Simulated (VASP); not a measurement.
# Pd (Fm-3m) in VASP: a series of runs

Aim: see how the results for Pd move with the level of theory and the settings. Levels: revPBE+D3(BJ), r2SCAN, PBE. Tasks: single point, relaxation of cell and atoms.

Everything below comes from runs of VASP 6.6.1. Logs are shortened: lines on timing, memory, paths and dates and some standing lists are left out, and cuts for length are marked.

## Step 1: The cell of the first run

Symmetry: Fm-3m, No. 225, cubic system. Conventional cell: a = 3.862 Å, b = 3.862 Å, c = 3.862 Å, α = 90.00°, β = 90.00°, γ = 90.00°. Within 3.6 Å of Pd (site symmetry m-3m) lie 12 Pd at 2.73 Å.

## Step 2: Single point, revPBE+D3(BJ)

INCAR

```
SYSTEM = Pd
ALGO = Normal
EDIFF = 1E-6
ENCUT = 500
GGA = RE
GGA_COMPAT = .FALSE.
ISIF = 2
ISMEAR = 1
IVDW = 12
LASPH = .TRUE.
LCHARG = .FALSE.
LREAL = .FALSE.
LWAVE = .FALSE.
NBANDS = 11
NELM = 120
PREC = Accurate
SIGMA = 0.1
```

KPOINTS

```
k-points
0
G
  9 9 9
  0 0 0
```

POSCAR

```
Pd
1.0
    0.0000000000      1.9309228822      1.9309228822
    1.9309228822      0.0000000000      1.9309228822
    1.9309228822      1.9309228822      0.0000000000
Pd
1
Direct
    0.0000000000      0.0000000000      0.0000000000
```

Potentials or basis: VASP PAW PBE potentials, release 64 (Pd).

The run is started by

```console
cat potpaw_PBE.64/Pd/POTCAR > POTCAR
mpirun -np 1 vasp_std > vasp.out
```

OUTCAR:

```text
SYSTEM = Pd
   EDIFF = 1E-6
   ENCUT = 500
   GGA = RE
   ISIF = 2
   ISMEAR = 1
   IVDW = 12
   LASPH = .TRUE.
   LREAL = .FALSE.
   NELM = 120
   PREC = Accurate
 IVDW          = 12

 ion  position               nearest neighbor table
   1  0.000  0.000  0.000-

  LATTYP: Found a face centered cubic cell.
 ALAT       =     3.8618457644

  Lattice vectors:

 A1 = (   0.0000000000,   1.9309228822,   1.9309228822)
 A2 = (   1.9309228822,   0.0000000000,   1.9309228822)
 A3 = (   1.9309228822,   1.9309228822,   0.0000000000)

Analysis of symmetry for initial positions (statically):
=====================================================================
 Subroutine PRICEL returns:
 Original cell was already a primitive cell.

 Routine SETGRP: Setting up the symmetry group for a
 face centered cubic supercell.

 Subroutine GETGRP returns: Found 48 space group operations
 (whereof 48 operations were pure point group operations)
 out of a pool of 48 trial point group operations.

The static configuration has the point symmetry O_h .

Analysis of symmetry for dynamics (positions and initial velocities):
=====================================================================
 Subroutine PRICEL returns:
 Original cell was already a primitive cell.

 Routine SETGRP: Setting up the symmetry group for a
 face centered cubic supercell.

 Subroutine GETGRP returns: Found 48 space group operations
 (whereof 48 operations were pure point group operations)
 out of a pool of 48 trial point group operations.

The dynamic configuration has the point symmetry O_h .

 Subroutine INISYM returns: Found 48 space group operations
 (whereof 48 operations are pure point group operations),
 and found     1 'primitive' translations

----------------------------------------------------------------------------------------

                                     Primitive cell

  volume of cell :      14.3987

  direct lattice vectors                    reciprocal lattice vectors
     0.000000000  1.930922882  1.930922882    -0.258943537  0.258943537  0.258943537
     1.930922882  0.000000000  1.930922882     0.258943537 -0.258943537  0.258943537
     1.930922882  1.930922882  0.000000000     0.258943537  0.258943537 -0.258943537

  length of vectors
     2.730737328  2.730737328  2.730737328     0.448503362  0.448503362  0.448503362

  position of ions in fractional coordinates (direct lattice)
     0.000000000  0.000000000  0.000000000

  ion indices of the primitive-cell ions
   primitive index   ion index
                 1           1

----------------------------------------------------------------------------------------

 KPOINTS: k-points

Automatic generation of k-mesh.
 Grid dimensions read from file:
 generate k-points for:    9    9    9

 Generating k-lattice:

  Cartesian coordinates                     Fractional coordinates (reciprocal lattice)
    -0.028771504  0.028771504  0.028771504     0.111111111  0.000000000  0.000000000
     0.028771504 -0.028771504  0.028771504     0.000000000  0.111111111  0.000000000
     0.028771504  0.028771504 -0.028771504     0.000000000  0.000000000  0.111111111

  Length of vectors
     0.049833707  0.049833707  0.049833707

  Shift w.r.t. Gamma in fractional coordinates (k-lattice)
     0.000000000  0.000000000  0.000000000

 Subroutine IBZKPT returns following result:
 ===========================================

 Found     35 irreducible k-points:

 Following reciprocal coordinates:
            Coordinates               Weight
  0.000000  0.000000  0.000000      1.000000
  0.111111  0.000000  0.000000      8.000000
  0.222222  0.000000  0.000000      8.000000
  0.333333  0.000000  0.000000      8.000000
  0.444444  0.000000  0.000000      8.000000
  0.111111  0.111111  0.000000      6.000000
[... 16 lines left out ...]
 -0.333333  0.333333  0.000000     12.000000
  0.444444  0.444444  0.000000      6.000000
 [... further k-points ...]
   k-points           NKPTS =     35   k-points in BZ     NKDIM =     35   number of bands    NBANDS=     11
   number of dos      NEDOS =    301   number of ions     NIONS =      1
   total plane-waves  NPLWV =   8000
   dimension x,y,z NGX =    20 NGY =   20 NGZ =   20
   dimension x,y,z NGXF=    40 NGYF=   40 NGZF=   40
   ions per type =               1
   NGX,Y,Z   is equivalent  to a cutoff of  12.18, 12.18, 12.18 a.u.
   NGXF,Y,Z  is equivalent  to a cutoff of  24.35, 24.35, 24.35 a.u.
 SYSTEM =  Pd
   PREC   = accura    normal or accurate (medium, high low for compatibility)
   ISTART =      0    job   : 0-new  1-cont  2-samecut
   ICHARG =      2    charge: 1-file 2-atom 10-const
   ISPIN  =      1    spin polarized calculation?
   LNONCOLLINEAR =      F non collinear calculations
   LSORBIT =      F    spin-orbit coupling
   LASPH  =      T    aspherical Exc in radial PAW
   ENCUT  =  500.0 eV  36.75 Ry    6.06 a.u.   4.98  4.98  4.98*2*pi/ulx,y,z
   NELM   =    120;   NELMIN=  2; NELMDL= -5     # of ELM steps
   EDIFF  = 0.1E-05   stopping-criterion for ELM
   LREAL  =      F    real-space projection
   EDIFFG = 0.1E-04   stopping-criterion for IOM
   NSW    =      0    number of steps for IOM
   IBRION =     -1    ionic relax: 0-MD 1-quasi-New 2-CG
   NFREE  =      0    steps in history (QN), initial steepest desc. (CG)
   ISIF   =      2    stress and relaxation
   ISYM   =      2    0-nonsym 1-usesym 2-fastsym
   POTIM  = 0.5000    time-step for ionic-motion
   TEBEG  =    0.0;   TEEND  =   0.0 temperature during run
   PSTRESS=    0.0 pullay stress
   NELECT =      10.0000    total number of electrons
   NUPDOWN=      -1.0000    fix difference up-down
   EMIN   =  10.00;   EMAX   =-10.00  energy-range for DOS
   EFERMI =   0.00;   METHOD = LEGACY
   ISMEAR =     1;   SIGMA  =   0.10  broadening in eV -4-tet -1-fermi 0-gaus
   EFERMI_NEDOS =   21; number of points for ismear=-14 and -15
   IALGO  =     38    algorithm
   IMIX   =      4    mixing-type and parameters
     AMIX     =   0.40;   BMIX     =  1.00
     AMIX_MAG =   1.60;   BMIX_MAG =  1.00
  volume/ion in A,a.u.               =      14.40        97.17
  Fermi-wavevector in a.u.,A,eV,Ry     =   1.449773  2.739673 28.597279  2.101841
  Thomas-Fermi vector in A             =   2.567461
   LORBIT       =      0    0 simple, 1 ext, 2 COOP (PROOUT), +10 PAW based schemes
   GGA     = RE    functional components
   LHFCALC =     F    Hartree Fock is set to
   AEXX    =    0.0000 exact exchange contribution
   IVDW    =    12    specifies the selected vdW correction
   LEPSILON=     F    determine dielectric tensor
   LRPA    =     F    only Hartree local field effects (RPA)
 non-spin polarized calculation
 Methfessel and Paxton  Order N= 1 SIGMA  =   0.10
  energy-cutoff  :      500.00
  volume of cell :       14.40
 maximum number of plane-waves:       375
   NGX =  9   NGY =  9   NGZ =  9

 number of electron      10.0000003 magnetization

 Free energy of the ion-electron system (eV)
  ---------------------------------------------------
  ext. energy  EPLUGINS =         0.00000000
  ---------------------------------------------------
  free energy    TOTEN  =        -4.69644556 eV

  energy without entropy =       -4.69758894  energy(sigma->0) =       -4.69682669

 E-fermi :  10.2050     XC(G=0): -13.2682

 val. band max:       10.2006176606   @ k =   0.4444   0.1111   0.0000
 cond. band min:      10.2480677036   @ k =  -0.4444   0.3333   0.0000
 fundamental gap:      0.0474500429
 Fermi energy:        10.2050051757

 k-point     1 :       0.0000    0.0000    0.0000
  band No.  band energies     occupation
      1       2.9727      2.00000
      2       7.2990      2.00000
      3       7.2990      2.00000
      4       7.2990      2.00000
      5       8.9674      2.00000
      6       8.9674      2.00000
      7      27.4681      0.00000
      8      32.4073      0.00000
      9      32.4073      0.00000
     10      32.4073      0.00000
     11      36.3671      0.00000

 k-point     2 :       0.1111    0.0000    0.0000
  band No.  band energies     occupation
      1       3.4189      2.00000
      2       7.1530      2.00000
      3       7.4455      2.00000
      4       7.4455      2.00000
      5       8.9055      2.00000
      6       8.9055      2.00000
      7      27.8946      0.00000
      8      30.0943      0.00000
      9      32.9355      0.00000
     10      32.9355      0.00000
     11      36.4161      0.00000

 k-point     3 :       0.2222    0.0000    0.0000
  band No.  band energies     occupation
      1       4.4537      2.00000
      2       7.1197      2.00000
      3       7.6147      2.00000
      4       7.6147      2.00000
      5       9.0097      2.00000
      6       9.0097      2.00000
      7      26.0046      0.00000
      8      28.6990      0.00000
      9      34.0998      0.00000
     10      34.0998      0.00000
     11      36.2329      0.00000

 k-point     4 :       0.3333    0.0000    0.0000
  band No.  band energies     occupation
      1       4.9047      2.00000
      2       7.4585      2.00000
      3       7.4585      2.00000
      4       8.4763      2.00000
      5       9.5919      2.00000
      6       9.5919      2.00000
      7      21.9521      0.00000
      8      27.8081      0.00000
      9      33.4242      0.00000
     10      33.4242      0.00000
     11      36.7690      0.00000

 k-point     5 :       0.4444    0.0000    0.0000
  band No.  band energies     occupation
      1       4.8049      2.00000
      2       7.2750      2.00000
      3       7.2750      2.00000
      4      10.1325      1.93645
      5      10.1325      1.93645
      6      10.7477     -0.00000
      7      18.4574      0.00000
      8      26.9554      0.00000
      9      31.8743      0.00000
     10      31.8743      0.00000
     11      36.3986      0.00000
[... 211 lines left out ...]
 k-point    21 :       0.4444    0.3333    0.0000
  band No.  band energies     occupation
      1       5.1087      2.00000
      2       5.3795      2.00000
      3       9.0873      2.00000
      4       9.4875      2.00000
      5      10.3034     -0.04672
      6      12.5531      0.00000
      7      23.1054      0.00000
      8      24.2658      0.00000
      9      25.3594      0.00000
     10      31.5825      0.00000
     11      34.0349      0.00000

 k-point    22 :      -0.4444    0.3333    0.0000
  band No.  band energies     occupation
      1       5.2752      2.00000
      2       5.8156      2.00000
      3       8.3581      2.00000
      4       9.2131      2.00000
      5      10.2481      0.34070
      6      15.9224      0.00000
      7      19.4896      0.00000
      8      22.4368      0.00000
      9      26.1107      0.00000
     10      31.0424      0.00000
     11      36.3485      0.00000

 k-point    23 :      -0.3333    0.3333    0.0000
  band No.  band energies     occupation
      1       5.7182      2.00000
      2       6.4935      2.00000
      3       7.4799      2.00000
      4       8.8138      2.00000
      5       9.7337      2.00000
      6      16.3895      0.00000
      7      19.4018      0.00000
      8      21.5191      0.00000
      9      28.2578      0.00000
     10      30.3097      0.00000
     11      36.4283      0.00000

 k-point    24 :       0.4444    0.4444    0.0000
  band No.  band energies     occupation
      1       4.7361      2.00000
      2       5.0128      2.00000
      3      10.1444      1.84570
      4      10.3963     -0.02095
      5      10.3963     -0.02095
      6      12.9440      0.00000
      7      22.1798      0.00000
      8      23.9621      0.00000
      9      23.9621      0.00000
     10      32.1668      0.00000
     11      32.1672      0.00000

 [... further k-points ...]

------------------------ aborting loop because EDIFF is reached ----------------------------------------

 Edisp (eV)   -1.30798

 E8    (eV) :    -0.9218

  FORCE on cell =-STRESS in cart. coord.  units (eV):
  Direction    XX          YY          ZZ          XY          YZ          ZX
  --------------------------------------------------------------------------------------
  -------------------------------------------------------------------------------------
  Total      -0.02447    -0.02447    -0.02447     0.00000     0.00000    -0.00000
  in kB      -2.72283    -2.72283    -2.72283     0.00000     0.00000    -0.00000
  external pressure =       -2.72 kB  Pullay stress =        0.00 kB

 VOLUME and BASIS-vectors are now :
 -----------------------------------------------------------------------------
  energy-cutoff  :      500.00
  volume of cell :       14.40
      direct lattice vectors                 reciprocal lattice vectors
     0.000000000  1.930922882  1.930922882    -0.258943537  0.258943537  0.258943537
     1.930922882  0.000000000  1.930922882     0.258943537 -0.258943537  0.258943537
     1.930922882  1.930922882  0.000000000     0.258943537  0.258943537 -0.258943537

 POSITION                                       TOTAL-FORCE (eV/Angst)
 -----------------------------------------------------------------------------------
      0.00000      0.00000      0.00000        -0.000000      0.000000     -0.000000
 -----------------------------------------------------------------------------------
    total drift:                               -0.000000     -0.000000     -0.000000

  FREE ENERGIE OF THE ION-ELECTRON SYSTEM (eV)
  ---------------------------------------------------
  free  energy   TOTEN  =        -6.0044262703 eV

  energy  without entropy=       -6.0055696546  energy(sigma->0) =       -6.00480740
```

It took 6.8 s on 1 thread of AMD EPYC 7R43 (Zen 3), shared host; peak memory 0.1 GiB.

What came out:

| Quantity | Value |
| --- | --- |
| Free energy | -6.0044 eV |
| Pressure | -0.3 GPa |
| Band gap on the k mesh | zero (band 5 reaches 10.45 eV, above the bottom of band 6 at 8.91 eV) |
| Dispersion energy per atom | -1.308 eV |

Levels at points of the mesh, in eV from the Fermi level:
```
           k point  band 1  band 2  band 3  band 4  band 5  band 6  band 7  band 8  band 9  band 10
(0.00, 0.00, 0.00)   -7.23   -2.91   -2.91   -2.91   -1.24   -1.24   17.26   22.20   22.20    22.20
```

Caveat: the PAW data sets were made with another functional, which shifts forces and pressure a little; pairwise dispersion overbinds metals, which lowers pressure and volume.

## Step 3: Single point, r2SCAN

This run uses another cell than the first one, of 14.86 Å³/atom, 1.032 times its volume.

POSCAR

```
Pd
1.0
    0.0000000000      1.9515291851      1.9515291851
    1.9515291851      0.0000000000      1.9515291851
    1.9515291851      1.9515291851      0.0000000000
Pd
1
Direct
    0.0000000000      0.0000000000      0.0000000000
```

INCAR.step1

```
  PREC = Accurate
  ENCUT = 550
  ISMEAR = 1
  SIGMA = 0.1
  LREAL = False
  LASPH = True
  NELM = 120
  NBANDS = 11
  GGA = PE
  ALGO = Normal
  EDIFF = 1E-5
  LWAVE = True
  LCHARG = False
  GGA_COMPAT = False
```

INCAR.step2

```
  PREC = Accurate
  ENCUT = 550
  EDIFF = 1E-6
  ISMEAR = 1
  SIGMA = 0.1
  LREAL = False
  LASPH = True
  NELM = 120
  ALGO = Normal
  ISIF = 2
  LWAVE = False
  LCHARG = False
  METAGGA = R2SCAN
  LMIXTAU = True
  NBANDS = 11
  ISTART = 1
  GGA_COMPAT = False
```

KPOINTS

```
regular mesh
0
Gamma
  9 9 9
```

Potentials or basis: VASP PAW PBE potentials, release 64 (Pd).

The run is started by

```console
cat potpaw_PBE.64/Pd/POTCAR > POTCAR
cp INCAR.step1 INCAR
mpirun -np 1 vasp_std > vasp.out
cp INCAR.step2 INCAR
mpirun -np 1 vasp_std > vasp.out
```

It took 50 s on 1 thread of AMD EPYC 7R43 (Zen 3), shared host; peak memory 0.11 GiB.

The run converged. Its results:

- Free energy: -22.9472 eV
- Pressure: 0.7 GPa
- Band gap on the k mesh: zero (band 5 reaches 9.65 eV, above the bottom of band 6 at 8.09 eV)

Levels at points of the mesh, in eV from the Fermi level:
| k point | band 1 | band 2 | band 3 | band 4 | band 5 | band 6 | band 7 | band 8 | band 9 | band 10 |
| --- | --- | --- | --- | --- | --- | --- | --- | --- | --- | --- |
| (0.00, 0.00, 0.00) | -7.06 | -2.83 | -2.83 | -2.83 | -1.25 | -1.25 | 18.10 | 22.44 | 23.05 | 23.05 |

Caveat: the PAW data sets were made with another functional, which shifts forces and pressure a little.

## Step 4: Relaxation of cell and atoms, PBE

This run uses another cell than the first one, of 14.75 Å³/atom, 1.024 times its volume.

INCAR

```
  PREC = Accurate
  ENCUT = 500
  EDIFF = 1E-7
  ISMEAR = 1
  SIGMA = 0.1
  LREAL = False
  LASPH = True
  NELM = 120
  ALGO = Normal
  ISIF = 3
  LWAVE = False
  LCHARG = False
  GGA = PE
  IBRION = 2
  NSW = 100
  EDIFFG = -0.05
  GGA_COMPAT = False
  NELMIN = 4
```

KPOINTS is that of step 3.

POSCAR

```
Pd
1.0
    0.0000000000      1.9465000000      1.9465000000
    1.9465000000      0.0000000000      1.9465000000
    1.9465000000      1.9465000000      0.0000000000
Pd
1
Direct
    0.0000000000      0.0000000000      0.0000000000
```

The run is started by

```console
cat potpaw_PBE.64/Pd/POTCAR > POTCAR
mpirun -np 1 vasp_std > vasp.out
```

Wall time 12 s (1 thread of AMD EPYC 7R43 (Zen 3), shared host); peak memory 0.1 GiB.

The run converged. Its results:

* Free energy: -5.2205 eV
* Relaxed volume: 15.26 Å³/atom
* Relaxed cell: a = 2.784 Å, b = 2.784 Å, c = 2.784 Å, α = 60.00°, β = 60.00°, γ = 60.00°
* Space group after relaxing (to 0.05 Å): Fm-3m (No. 225)
* Energy gained by relaxing: 9.4 meV/atom
* Ionic steps: 3
* Pressure after relaxing: -0.1 GPa
* Band gap on the k mesh: zero (band 5 reaches 9.37 eV, above the bottom of band 6 at 7.98 eV)

Step by step:
```
step  energy change (eV)  largest force (eV/Å)  pressure (GPa)  volume (Å³)
   1              0.0000                0.0000            6.26        14.75
   2              0.0089                0.0000           -7.30        16.01
   3             -0.0094                0.0000           -0.06        15.26
```

Final structure:
```cif
data_structure
_symmetry_space_group_name_H-M 'P 1'
_symmetry_Int_Tables_number 1
_cell_length_a 2.7839
_cell_length_b 2.7839
_cell_length_c 2.7839
_cell_angle_alpha 60.000
_cell_angle_beta 60.000
_cell_angle_gamma 60.000
_cell_volume 15.26
loop_
_atom_site_label
_atom_site_type_symbol
_atom_site_fract_x
_atom_site_fract_y
_atom_site_fract_z
_atom_site_occupancy
Pd1 Pd 0.00000 0.00000 0.00000 1
```

Levels at points of the mesh, in eV from the Fermi level:
| k point | band 2 | band 3 | band 4 | band 5 | band 6 | band 7 | band 8 | band 9 |
| --- | --- | --- | --- | --- | --- | --- | --- | --- |
| (0.00, 0.00, 0.00) | -2.65 | -2.65 | -2.65 | -1.13 | -1.13 | 17.24 | 21.83 | 21.83 |

## Step 5: Overview

| task | level | cell | cutoff (eV) | gap on the mesh (eV) | pressure (GPa) |
| --- | --- | --- | --- | --- | --- |
| single point | revPBE+D3(BJ) | a = 2.731 Å, angles 60.0°, 1 atom | 500 | none | -0.3 |
| single point | r2SCAN | a = 2.760 Å, angles 60.0°, 1 atom | 550 | none | 0.7 |
| relaxation of cell and atoms | PBE | relaxed from a = 2.753 Å, angles 60.0°, 1 atom | 500 | none | -0.1 |

Alike in all rows: potentials or basis VASP PAW PBE potentials, release 64 (Pd); no spin polarisation; k mesh 9 × 9 × 9; smearing methfessel-paxton 0.1 eV.

Caveats: the PAW data sets were made with another functional, which shifts forces and pressure a little (some runs); pairwise dispersion overbinds metals, which lowers pressure and volume (some runs).

Absolute energies hang on the potentials; compare differences alone.
